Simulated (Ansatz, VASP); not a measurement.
One calculation of Al, two programs

```
Al
1.0
    -1.61762    1.61762    1.61762
     1.61762   -1.61762    1.61762
     1.61762    1.61762   -1.61762
Al
1
Direct
  0.00000 0.00000 0.00000
```

Alike in both runs: functional PBE; k mesh 19 × 19 × 19; occupations fermi-dirac, width 0.05 eV; no spin polarisation.

Ansatz relaxed the structure, and its values are those at the end. VASP's run is a single point on that final structure, the one shown.

|  | VASP | Ansatz |
| --- | --- | --- |
| version | VASP 6.6.1 | Ansatz 0.2.0 |
| potentials or method | VASP PAW PBE potentials, release 64 (Al) | PAW with Ansatz's earlier generated frozen-core files (soft_1), scalar-relativistic |
| plane-wave cutoff (eV) | 500 | 420 |
| valence electrons in the cell | 3 | 3 |

|  | VASP | Ansatz | Ansatz less VASP |
| --- | --- | --- | --- |
| pressure (GPa) | 0.0 | 0.0 | 0.00 |

With one functional, cell and mesh, what is left measures potentials, basis and numerics.
